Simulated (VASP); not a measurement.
Mg8HO8 (a cell with a defect): single point with PBE

The system is Mg8HO8 (a cell with a defect).

```
Mg O H
1.0
     0.00000    3.89700    3.89700
     3.89700    0.00000    3.89700
     3.89700    3.89700    0.00000
Mg O H
8 8 1
Direct
  0.00099 0.00158 0.00090
  0.00087 0.00146 0.50506
  0.00086 0.50575 0.00077
  0.97852 0.51731 0.51663
  0.50515 0.00146 0.00078
  0.51670 0.97914 0.51661
  0.51672 0.51731 0.97843
  0.50098 0.50157 0.50089
  0.25593 0.25654 0.25583
  0.25134 0.25193 0.74855
  0.25135 0.74921 0.25126
  0.25321 0.75146 0.75076
  0.74864 0.25193 0.25125
  0.75086 0.25380 0.75077
  0.75086 0.75146 0.25312
  0.75635 0.75695 0.75626
  0.32894 0.32962 0.32886
```

```
Program                : VASP 6.6.1
Task                   : single point
Functional             : PBE
Potentials or basis    : VASP PAW PBE potentials, release 64 (Mg, O, H)
Cutoff                 : 520 eV
k mesh                 : 3 × 3 × 3
Occupations            : gaussian, width 0.02 eV
Spin                   : no spin polarisation
Dipole correction      : no
Charge                 : 1
Further INCAR settings : LREAL = Auto; ALGO = Normal; EDIFF = 1e-07; NBANDS = 46; NELECT = 64.0
```

The largest force is 0.160 eV/Å.

Forces in eV/Å, atoms in the order of the input:
```
Mg  -0.016 -0.016 -0.016
Mg   0.004  0.004 -0.024
Mg   0.004 -0.022  0.004
Mg   0.022 -0.008 -0.009
Mg  -0.023  0.004  0.004
Mg  -0.008  0.022 -0.009
Mg  -0.009 -0.008  0.022
Mg   0.003  0.003  0.003
O   -0.080 -0.082 -0.081
O   -0.002 -0.003  0.005
O   -0.002  0.006 -0.002
O    0.004 -0.003 -0.002
O    0.005 -0.003 -0.003
O   -0.002  0.004 -0.003
O   -0.003 -0.003  0.005
O    0.013  0.011  0.013
H    0.092  0.093  0.092
```

Levels at points of the mesh, in eV from the Fermi level:
```csv
k point,band 29,band 30,band 31,band 32,band 33,band 34,band 35,band 36
"(0.00, 0.00, 0.00)",-0.87,-0.22,-0.17,-0.17,5.60,7.71,9.05,9.21
```

It took 110 s on 1 thread of Intel(R) Xeon(R) 6975P-C (Granite Rapids) (shared host), peak memory 0.27 GiB.

Caveat: the k points lie up to 0.47 Å⁻¹ apart; the cell carries a net charge on a neutralising background, which shifts energy and pressure; the cell is charged against a uniform background, so pressure and absolute levels hang on convention.
